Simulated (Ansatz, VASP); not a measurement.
This is a calculation of CuO for VASP 6.6.1.

Contents of INCAR:

```
SYSTEM = CuO
PREC     = Accurate       ! precision mode
ENCUT    = 600            ! plane-wave cutoff, eV
EDIFF    = 1E-6           ! SCF threshold, eV
ISMEAR   = -1             ! smearing method
SIGMA    = 0.05           ! smearing width, eV
LREAL    = .FALSE.        ! projectors in reciprocal space
LASPH    = .TRUE.         ! aspherical terms in the spheres
NELM     = 100            ! most SCF steps
ALGO     = Normal         ! electronic algorithm
ISIF     = 3              ! what is computed and relaxed
LWAVE    = .FALSE.        ! write WAVECAR
LCHARG   = .FALSE.        ! write CHGCAR
GGA      = PS             ! functional
IBRION   = 2              ! ionic algorithm
NSW      = 80             ! ionic steps
EDIFFG   = -0.005         ! ionic threshold
```

KPOINTS

```
regular mesh
0
G
  8 8 8
  0 0 0
```

File POSCAR:

```
CuO
1.0
    2.5525506100      0.0000000000      0.0000000000
    0.0000000000      2.5525506100      0.0000000000
    0.0000000000      0.0000000000      2.5525506100
Cu O
1 1
Direct
    0.0000000000      0.0000000000      0.0000000000
    0.5000000000      0.5000000000      0.5000000000
```

Potentials or basis: VASP PAW PBE potentials, release 64 (Cu, O).

The run is started by

```bash
$ cat potpaw_PBE.64/Cu/POTCAR potpaw_PBE.64/O/POTCAR > POTCAR
$ mpirun -np 1 vasp_std > vasp.out
```

Translate it to Ansatz 0.2.0. Potentials there: all-electron LAPW, scalar-relativistic.

As run (the cutoff follows the program's own potentials):

input.yaml

```yaml
crystal:
  lattice:
    - [2.55255061, 0.0, 0.0]
    - [0.0, 2.55255061, 0.0]
    - [0.0, 0.0, 2.55255061]
  atoms:
    - { symbol: Cu, position: [0.0, 0.0, 0.0] }
    - { symbol: O, position: [0.5, 0.5, 0.5] }
kpoints:
  mp_grid: { grid: [8, 8, 8] }
scf:
  occupations: { method: fermi_dirac, width: 0.05 }
hamiltonian:
  xc: pbesol
  pseudopotentials: { kind: all_electron, lapw: { basis_error: 0.002 } }
output:
  forces: true
  stress: true
relax:
  f_tol: 0.005
  max_steps: 60
  cell: {}
```

Potentials or basis: all-electron LAPW, scalar-relativistic.

Launch:

```console
$ ansatz run input.yaml --threads 1 --pin off --max-ram 3072MiB --backend cpu --events-out ev --progress --plain --runs-dir out
```

Both were run:

|  | VASP | Ansatz | Ansatz less VASP |
| --- | --- | --- | --- |
| relaxed volume (Å³/atom) | 8.69 | 8.68 | -0.015 |
| relaxed cell length with the largest relative difference (Å) | 2.591 | 2.589 | -0.0015 |

VASP's potentials were made for PBE, not for PBEsol. Ansatz ran all-electron here, and VASP with PAW potentials.

Noted on Ansatz's run: the k mesh is thin for a metal, which can move the energy by tens of meV per atom.
